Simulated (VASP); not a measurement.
A run of VASP 6.6.1 is set up as follows.

INCAR

```
SYSTEM = Si2W3
PREC = Accurate
ENCUT = 520
EDIFF = 1E-7
ISMEAR = 0
SIGMA = 0.1
LREAL = .False.
LASPH = .True.
NELM = 80
ALGO = Fast
ISIF = 2
LWAVE = .False.
LCHARG = .False.
GGA = PE
NBANDS = 33
```

File KPOINTS:

```
Automatic mesh
0
Gamma
  12 12 8
  0 0 0
```

POSCAR

```
Si2W3
1.0
    4.7308277877      0.0000000000      0.0000000000
   -2.3654138938      4.0970170451      0.0000000000
    0.0000000000      0.0000000000      4.9048437388
Si W
2 3
Direct
    0.3333333333      0.6666666667      0.5000000000
    0.6666666667      0.3333333333      0.5000000000
    0.3333333333      0.6666666667      0.0000000000
    0.6666666667      0.3333333333      0.0000000000
    0.0000000000      0.0000000000      0.0000000000
```

Potentials or basis: VASP PAW PBE potentials, release 64 (Si, W_sv).

Run with:

```console
$ cat potpaw_PBE.64/Si/POTCAR potpaw_PBE.64/W_sv/POTCAR > POTCAR
$ mpirun -np 1 vasp_std > vasp.out
```

Question: Estimate the band gap on the k mesh.

Answer: Zero (bands 25 and 26 overlap by 1.75 eV).

Question: What does it give for the pressure?

Answer: 0.2 GPa.

Stress tensor (GPa, compression positive):
```
 0.30  0.00  0.00
 0.00  0.30  0.00
 0.00  0.00 -0.02
```

Caveat: spin-orbit coupling is left out, which moves the levels of the heavy elements.
